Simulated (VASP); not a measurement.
**GaSi2: single point with r2SCAN**

The system is GaSi2.

```
CELL_PARAMETERS angstrom
0.00000 3.64252 3.64252
3.64252 0.00000 3.64252
3.64252 3.64252 0.00000
ATOMIC_POSITIONS crystal
Ga 0.00000 0.00000 0.00000
Ga 0.25000 0.25000 0.25000
Si 0.62500 0.62500 0.62500
Si 0.12500 0.62500 0.62500
Si 0.62500 0.62500 0.12500
Si 0.62500 0.12500 0.62500
```

```json
{
  "Program": "VASP 6.6.1",
  "Task": "single point",
  "Functional": "r2SCAN",
  "Potentials or basis": "VASP PAW PBE potentials, release 64 (Ga_d, Si)",
  "Cutoff": "520 eV",
  "k mesh": "10 × 10 × 10",
  "Occupations": "gaussian, width 0.1 eV",
  "Spin": "no spin polarisation"
}
```

| Quantity | Value |
| --- | --- |
| Pressure | 0.0 GPa |
| Band gap on the k mesh | zero (bands 21 and 22 overlap by 3.21 eV) |

Levels at points of the mesh, in eV from the Fermi level:
| k point | band 19 | band 20 | band 21 | band 22 | band 23 | band 24 |
| --- | --- | --- | --- | --- | --- | --- |
| (0.00, 0.00, 0.00) | -5.01 | -2.14 | -1.99 | -1.99 | -0.88 | -0.88 |
| (0.50, 0.00, 0.00) | -1.05 | -0.73 | -0.12 | -0.12 | 0.27 | 0.27 |
| (0.50, 0.50, 0.00) | -0.06 | -0.06 | 0.60 | 0.60 | 1.28 | 1.28 |

Wall time 14 min on 1 thread of Intel Xeon 8259CL, with other jobs on the host, peak memory 0.32 GiB.

Caveat: the PAW data sets were made with another functional, which shifts forces and pressure a little.
